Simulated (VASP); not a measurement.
# Pt (R-3m) in VASP: a series of runs, part 2 of 2

VASP 6.6.1. The steps go on from the part before.

### 5 Single point, LDA (16.70 Å³/atom)

This run uses another cell than the first one, of 16.70 Å³/atom.

INCAR reads:

```
ALGO = Normal ; EDIFF = 1E-6
ENCUT = 570 ; GGA_COMPAT = False
ISIF = 2 ; ISMEAR = 0
LASPH = True ; LCHARG = True
LELF = True ; LREAL = False
LVHAR = True ; LWAVE = False
NBANDS = 15 ; NELM = 120
PREC = Accurate ; SIGMA = 0.15
```

KPOINTS reads:

```
k-points
0
Gamma
  22 22 22
```

POSCAR reads:

```
Pt
1.0
   -2.4807686597      1.7147980337      1.7147980337
    1.7147980337     -2.4807686597      1.7147980337
    1.7147980337      1.7147980337     -2.4807686597
Pt
1
Direct
    0.0000000000      0.0000000000      0.0000000000
```

Potentials or basis: VASP PAW LDA potentials, release 64 (Pt_sv_GW).

Command:

```
$ cat potpaw_LDA.64/Pt_sv_GW/POTCAR > POTCAR
$ mpirun -np 1 vasp_std > vasp.out
```

OUTCAR:

```text
EDIFF = 1E-6
   ENCUT = 570
   ISIF = 2
   ISMEAR = 0
   LASPH = True
   LREAL = False
   NELM = 120
   PREC = Accurate

 ion  position               nearest neighbor table
   1  0.000  0.000  0.000-

  LATTYP: Found a trigonal (rhomboedric) cell.
 ALAT       =     3.4691897809
 COS(alpha) =    -0.4625985594

  Lattice vectors:

 A1 = (  -2.4807686597,   1.7147980337,   1.7147980337)
 A2 = (   1.7147980337,  -2.4807686597,   1.7147980337)
 A3 = (   1.7147980337,   1.7147980337,  -2.4807686597)

Analysis of symmetry for initial positions (statically):
=====================================================================
 Subroutine PRICEL returns:
 Original cell was already a primitive cell.

 Routine SETGRP: Setting up the symmetry group for a
 trigonal (rhombohedral) supercell.

 Subroutine GETGRP returns: Found 12 space group operations
 (whereof 12 operations were pure point group operations)
 out of a pool of 12 trial point group operations.

The static configuration has the point symmetry D_3d.

Analysis of symmetry for dynamics (positions and initial velocities):
=====================================================================
 Subroutine PRICEL returns:
 Original cell was already a primitive cell.

 Routine SETGRP: Setting up the symmetry group for a
 trigonal (rhombohedral) supercell.

 Subroutine GETGRP returns: Found 12 space group operations
 (whereof 12 operations were pure point group operations)
 out of a pool of 12 trial point group operations.

The dynamic configuration has the point symmetry D_3d.

 Subroutine INISYM returns: Found 12 space group operations
 (whereof 12 operations are pure point group operations),
 and found     1 'primitive' translations

----------------------------------------------------------------------------------------

                                     Primitive cell

  volume of cell :      16.7020

  direct lattice vectors                    reciprocal lattice vectors
    -2.480768660  1.714798034  1.714798034     0.192412935  0.430759760  0.430759760
     1.714798034 -2.480768660  1.714798034     0.430759760  0.192412935  0.430759760
     1.714798034  1.714798034 -2.480768660     0.430759760  0.430759760  0.192412935

  length of vectors
     3.469189781  3.469189781  3.469189781     0.638851062  0.638851062  0.638851062

  position of ions in fractional coordinates (direct lattice)
     0.000000000  0.000000000  0.000000000

  ion indices of the primitive-cell ions
   primitive index   ion index
                 1           1

----------------------------------------------------------------------------------------

 KPOINTS: k-points

Automatic generation of k-mesh.
 Grid dimensions read from file:
 generate k-points for:   22   22   22

 Generating k-lattice:

  Cartesian coordinates                     Fractional coordinates (reciprocal lattice)
     0.008746043  0.019579989  0.019579989     0.045454545 -0.000000000 -0.000000000
     0.019579989  0.008746043  0.019579989    -0.000000000  0.045454545 -0.000000000
     0.019579989  0.019579989  0.008746043    -0.000000000 -0.000000000  0.045454545

  Length of vectors
     0.029038685  0.029038685  0.029038685

  Shift w.r.t. Gamma in fractional coordinates (k-lattice)
     0.000000000  0.000000000  0.000000000

 Subroutine IBZKPT returns following result:
 ===========================================

 Found   1024 irreducible k-points:

 Following reciprocal coordinates:
            Coordinates               Weight
  0.000000  0.000000  0.000000      1.000000
  0.045455  0.000000  0.000000      6.000000
  0.090909  0.000000  0.000000      6.000000
  0.136364  0.000000  0.000000      6.000000
  0.181818  0.000000  0.000000      6.000000
  0.227273  0.000000  0.000000      6.000000
[... 16 lines left out ...]
  0.500000  0.045455  0.000000     12.000000
 -0.454545  0.045455  0.000000     12.000000
 [... further k-points ...]
   k-points           NKPTS =   1024   k-points in BZ     NKDIM =   1024   number of bands    NBANDS=     15
   number of dos      NEDOS =    301   number of ions     NIONS =      1
   total plane-waves  NPLWV =  21952
   dimension x,y,z NGX =    28 NGY =   28 NGZ =   28
   dimension x,y,z NGXF=    56 NGYF=   56 NGZF=   56
   ions per type =               1
   NGX,Y,Z   is equivalent  to a cutoff of  13.42, 13.42, 13.42 a.u.
   NGXF,Y,Z  is equivalent  to a cutoff of  26.84, 26.84, 26.84 a.u.
 SYSTEM =  unknown system
   PREC   = accura    normal or accurate (medium, high low for compatibility)
   ISTART =      0    job   : 0-new  1-cont  2-samecut
   ICHARG =      2    charge: 1-file 2-atom 10-const
   ISPIN  =      1    spin polarized calculation?
   LNONCOLLINEAR =      F non collinear calculations
   LSORBIT =      F    spin-orbit coupling
   LASPH  =      T    aspherical Exc in radial PAW
   ENCUT  =  570.0 eV  41.89 Ry    6.47 a.u.   6.75  6.75  6.75*2*pi/ulx,y,z
   NELM   =    120;   NELMIN=  2; NELMDL= -5     # of ELM steps
   EDIFF  = 0.1E-05   stopping-criterion for ELM
   LREAL  =      F    real-space projection
   EDIFFG = 0.1E-04   stopping-criterion for IOM
   NSW    =      0    number of steps for IOM
   IBRION =     -1    ionic relax: 0-MD 1-quasi-New 2-CG
   NFREE  =      0    steps in history (QN), initial steepest desc. (CG)
   ISIF   =      2    stress and relaxation
   ISYM   =      2    0-nonsym 1-usesym 2-fastsym
   POTIM  = 0.5000    time-step for ionic-motion
   TEBEG  =    0.0;   TEEND  =   0.0 temperature during run
   PSTRESS=    0.0 pullay stress
   NELECT =      18.0000    total number of electrons
   NUPDOWN=      -1.0000    fix difference up-down
   EMIN   =  10.00;   EMAX   =-10.00  energy-range for DOS
   EFERMI =   0.00;   METHOD = LEGACY
   ISMEAR =     0;   SIGMA  =   0.15  broadening in eV -4-tet -1-fermi 0-gaus
   EFERMI_NEDOS =   21; number of points for ismear=-14 and -15
   IALGO  =     38    algorithm
   IMIX   =      4    mixing-type and parameters
     AMIX     =   0.40;   BMIX     =  1.00
     AMIX_MAG =   1.60;   BMIX_MAG =  1.00
  volume/ion in A,a.u.               =      16.70       112.71
  Fermi-wavevector in a.u.,A,eV,Ry     =   1.678454  3.171819 38.330451  2.817209
  Thomas-Fermi vector in A             =   2.762540
   LORBIT       =      0    0 simple, 1 ext, 2 COOP (PROOUT), +10 PAW based schemes
   GGA     = CA    functional components
   LHFCALC =     F    Hartree Fock is set to
   AEXX    =    0.0000 exact exchange contribution
   IVDW    =     0    specifies the selected vdW correction
   LEPSILON=     F    determine dielectric tensor
   LRPA    =     F    only Hartree local field effects (RPA)
 non-spin polarized calculation
 Gauss-broadening in eV      SIGMA  =   0.15
  energy-cutoff  :      570.00
  volume of cell :       16.70
 maximum number of plane-waves:       536
   NGX = 13   NGY = 13   NGZ = 13

 number of electron      17.9999999 magnetization

 Free energy of the ion-electron system (eV)
  ---------------------------------------------------
  ext. energy  EPLUGINS =         0.00000000
  ---------------------------------------------------
  free energy    TOTEN  =        12.83484667 eV

  energy without entropy =       12.83773471  energy(sigma->0) =       12.83629069

 E-fermi :  10.7301     XC(G=0): -13.0008

 val. band max:       10.7209842454   @ k =  -0.3636   0.3182  -0.0000
 cond. band min:      10.7314086089   @ k =  -0.3636   0.3182   0.0909
 fundamental gap:      0.0104243636
 Fermi energy:        10.7300607327

 k-point     1 :       0.0000    0.0000    0.0000
  band No.  band energies     occupation
      1     -94.3708      2.00000
      2     -47.1155      2.00000
      3     -47.1155      2.00000
      4     -39.4127      2.00000
      5      -7.6625      2.00000
      6       0.4224      2.00000
      7       1.8116      2.00000
      8       1.8116      2.00000
      9      16.6151      0.00000
     10      16.6151      0.00000
     11      19.0269      0.00000
     12      20.0276      0.00000
     13      20.0276      0.00000
     14      26.6445      0.00000
     15      26.6445      0.00000
[... 397 lines left out ...]
 k-point    24 :      -0.4545    0.0455    0.0000
  band No.  band energies     occupation
      1     -90.3442      2.00000
      2     -57.2276      2.00000
      3     -44.1482      2.00000
      4     -44.1424      2.00000
      5      -5.2459      2.00000
      6      -5.1243      2.00000
      7       7.3144      2.00000
      8       7.6878      2.00000
      9       9.4742      2.00000
     10      18.1917      0.00000
     11      23.2510      0.00000
     12      24.0448      0.00000
     13      28.7419      0.00000
     14      30.1361      0.00000
     15      30.7853      0.00000

 [... further k-points ...]

------------------------ aborting loop because EDIFF is reached ----------------------------------------

  FORCE on cell =-STRESS in cart. coord.  units (eV):
  Direction    XX          YY          ZZ          XY          YZ          ZX
  --------------------------------------------------------------------------------------
  -------------------------------------------------------------------------------------
  Total       51.1849931     51.1849931     51.1849931     50.8734920     50.8734920     50.8734920
  in kB     4910.0368590   4910.0368590   4910.0368590   4880.1554021   4880.1554021   4880.1554021
  external PRESSURE =    4910.0368590 kB  Pullay stress =       0.0000000 kB

 VOLUME and BASIS-vectors are now :
 -----------------------------------------------------------------------------
  energy-cutoff  :      570.00
  volume of cell :       16.70
      direct lattice vectors                 reciprocal lattice vectors
    -2.480768660  1.714798034  1.714798034     0.192412935  0.430759760  0.430759760
     1.714798034 -2.480768660  1.714798034     0.430759760  0.192412935  0.430759760
     1.714798034  1.714798034 -2.480768660     0.430759760  0.430759760  0.192412935

 POSITION                                       TOTAL-FORCE (eV/Angst)
 -----------------------------------------------------------------------------------
      0.00000      0.00000      0.00000        -0.000000      0.000000     -0.000000
 -----------------------------------------------------------------------------------
    total drift:                                0.000000     -0.000000      0.000000

  FREE ENERGIE OF THE ION-ELECTRON SYSTEM (eV)
  ---------------------------------------------------
  free  energy   TOTEN  =        12.8348466738 eV

  energy  without entropy=       12.8377347144  energy(sigma->0) =       12.83629069
```

OSZICAR:

```text
N       E                     dE             d eps       ncg     rms          rms(c)
DAV:   1     0.182490208986E+03    0.18249E+03   -0.13611E+04 32972   0.137E+03
DAV:   2     0.150092441892E+02   -0.16748E+03   -0.16051E+03 37671   0.474E+02
DAV:   3     0.117654148822E+02   -0.32438E+01   -0.32352E+01 35186   0.626E+01
DAV:   4     0.117567887943E+02   -0.86261E-02   -0.86257E-02 37839   0.375E+00
DAV:   5     0.117567515063E+02   -0.37288E-04   -0.37288E-04 35529   0.221E-01    0.213E+02
DAV:   6     0.127674852648E+02    0.10107E+01   -0.18167E+00 35438   0.124E+01    0.132E+02
DAV:   7     0.127966259384E+02    0.29141E-01   -0.66957E-01 37447   0.849E+00    0.550E+00
DAV:   8     0.128336305418E+02    0.37005E-01   -0.10508E-01 34542   0.335E+00    0.424E+00
DAV:   9     0.128344208615E+02    0.79032E-03   -0.10057E-02 36439   0.108E+00    0.170E+00
DAV:  10     0.128348477746E+02    0.42691E-03   -0.10658E-03 34066   0.381E-01    0.987E-02
DAV:  11     0.128348462649E+02   -0.15098E-05   -0.32805E-05 36957   0.608E-02    0.102E-01
DAV:  12     0.128348466738E+02    0.40894E-06   -0.18724E-06 24828   0.130E-02
   1 F= 0.12834847E+02 E0= 0.12836291E+02  d E =-.288804E-02
```

stdout:

```text
POSCAR found type information on POSCAR Pt
 POSCAR found :  1 types and       1 ions
 scaLAPACK will be used
 LDA part: xc-table for (Slater(with rela. corr.)+CA(PZ))
 , standard interpolation
 POSCAR, INCAR and KPOINTS ok, starting setup
 FFT: planning ... GRIDC
 FFT: planning ... GRID_SOFT
 FFT: planning ... GRID
 WAVECAR not read
 entering main loop
```

It took 2.5 min on 1 thread of Intel Xeon 6975P-C (Granite Rapids), shared host; peak memory 0.41 GiB.

What came out:

* Free energy: 12.8348 eV
* Pressure: 491.0 GPa
* Band gap on the k mesh: zero (bands 9 and 10 overlap by 10.59 eV)

Caveat: atoms lie so close that the PAW spheres overlap strongly, which falsifies energies and pressures; the cell stands under pressure; spin-orbit coupling is left out, which moves the levels of the heavy elements.

### 6 Overview

| cell | gap on the mesh (eV) | pressure (GPa) |
| --- | --- | --- |
| a = 3.228 Å, angles 116.4°, 1 atom | none | 214.6 |
| a = 3.427 Å, angles 117.6°, 1 atom | none | 556.2 |
| a = 3.085 Å, angles 114.8°, 1 atom | none | 46.7 |
| a = 3.469 Å, angles 117.6°, 1 atom | none | 491.0 |

Alike in all rows: task single point; level LDA; potentials or basis VASP PAW LDA potentials, release 64 (Pt_sv_GW); no spin polarisation; k mesh 22 × 22 × 22; cutoff (eV) 570; smearing gaussian 0.15 eV.

Caveats: the cell stands under pressure; spin-orbit coupling is left out, which moves the levels of the heavy elements; atoms lie so close that the PAW spheres overlap strongly, which falsifies energies and pressures (at least some runs).

Total energies depend on the potentials used, so only differences within one code and one set of settings carry meaning.

The gap in the log of VASP goes by the Fermi energy; the results here count the filled bands.